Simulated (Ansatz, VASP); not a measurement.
# One calculation of AlN, two programs

Contents of POSCAR:

```
AlN
1.0
    0.0000000000      2.0188684521      1.9583023986
    2.0188684521      0.0000000000      1.9583023986
    2.0188684521      2.0188684521      0.0000000000
Al N
1 1
Direct
    0.0000000000      0.0000000000      0.0000000000
    0.5000000000      0.5000000000      0.5000000000
```

The input INCAR.step1:

```
SYSTEM = AlN
PREC = Accurate
ENCUT = 520
ISMEAR = 0
SIGMA = 0.01
LREAL = .FALSE.
LASPH = .TRUE.
NELM = 80
NBANDS = 11
GGA = PE
ALGO = Normal
EDIFF = 1E-4
LWAVE = .TRUE.
LCHARG = .FALSE.
```

File INCAR.step2:

```
SYSTEM = AlN
PREC = Accurate
ENCUT = 520
EDIFF = 1E-6
ISMEAR = 0
SIGMA = 0.01
LREAL = .FALSE.
LASPH = .TRUE.
NELM = 80
ALGO = Normal
ISIF = 2
LWAVE = .FALSE.
LCHARG = .FALSE.
METAGGA = R2SCAN
LMIXTAU = .TRUE.
NBANDS = 11
ISTART = 1
```

Contents of KPOINTS:

```
regular mesh
0
G
  10 10 10
  0 0 0
```

Input for Ansatz:

```yaml
crystal:
  lattice:
    - [0.0, 2.0188684521, 1.9583023986]
    - [2.0188684521, 0.0, 1.9583023986]
    - [2.0188684521, 2.0188684521, 0.0]
  atoms:
    - { symbol: Al, position: [0.0, 0.0, 0.0] }
    - { symbol: "N", position: [0.5, 0.5, 0.5] }
kpoints:
  mp_grid: { grid: [10, 10, 10] }
  band_path:
    path:
      - [0.0, 0.0, 0.0]
      - [0.5, 0.0, 0.5]
      - [0.625, 0.25, 0.625]
      - [0.375, 0.375, 0.75]
      - [0.5, 0.5, 0.5]
      - [0.5, 0.25, 0.75]
      - [0.5, 0.5, 0.0]
    npoints: 1
hamiltonian:
  xc: r2scan
scf:
  occupations: { method: fixed }
  n_extra_bands: 4
output:
  forces: true
  stress: true
  eigenvalues: true
  write_density: true
  write_potential: true
  elf: true
  volumetric_format: npy
```

Change from the starting cell: uniaxial_z strain -3.0%.

Alike in both runs: task single point; functional r2SCAN; k mesh 10 × 10 × 10; no spin polarisation.

|  | VASP | Ansatz |
| --- | --- | --- |
| version | VASP 6.6.1 | Ansatz 0.2.0 |
| potentials or method | VASP PAW PBE potentials, release 64 (Al, N) | plane waves, PAW |
| plane-wave cutoff (eV) | 520 | 500 |
| occupations | gaussian, width 0.01 eV | fixed |
| valence electrons in the cell | 8 | 8 |

```tsv
	VASP	Ansatz	Ansatz less VASP
gap on the k mesh at the Fermi level (eV)	5.59	5.58	-0.004
pressure (GPa)	8.6	9.4	+0.84
traceless stress, the component that is largest in VASP (GPa)	7.48	7.34	-0.138
```

VASP's potentials were made for PBE, not for r2SCAN.
